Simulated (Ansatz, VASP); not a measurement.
# Si2Ni: VASP beside Ansatz

```
Si Ni
1.0
     0.00000    2.64171    2.64171
     2.64171    0.00000    2.64171
     2.64171    2.64171    0.00000
Si Ni
2 1
Direct
  0.25000 0.25000 0.25000
  0.75000 0.75000 0.75000
  0.00000 0.00000 0.00000
```

Change from the starting cell: strain -0.030 along x and y, -0.030 along z, atoms carried along.

Alike in both runs: task single point; functional PBE; k mesh 16 × 16 × 16; occupations gaussian, width 0.15 eV; no spin polarisation.

|  | VASP | Ansatz |
| --- | --- | --- |
| version | VASP 6.6.1 | Ansatz 0.2.0 |
| potentials or method | VASP PAW PBE potentials, release 64 (Si, Ni), cutoff 520 eV | scalar-relativistic, plane waves, PAW |
| valence electrons in the cell | 18 | 26 |

```csv
,VASP,Ansatz,Ansatz less VASP
gap on the k mesh at the Fermi level (eV),none,none,-
pressure (GPa),15.9,16.1,+0.24
```

A gap of «none» marks a metal or a gap that the smearing closes. With one functional, cell and mesh, what is left measures potentials, basis and numerics. VASP's potentials hold 18 valence electrons a cell and Ansatz's 26, so a difference there can come from the potentials and not from the codes.
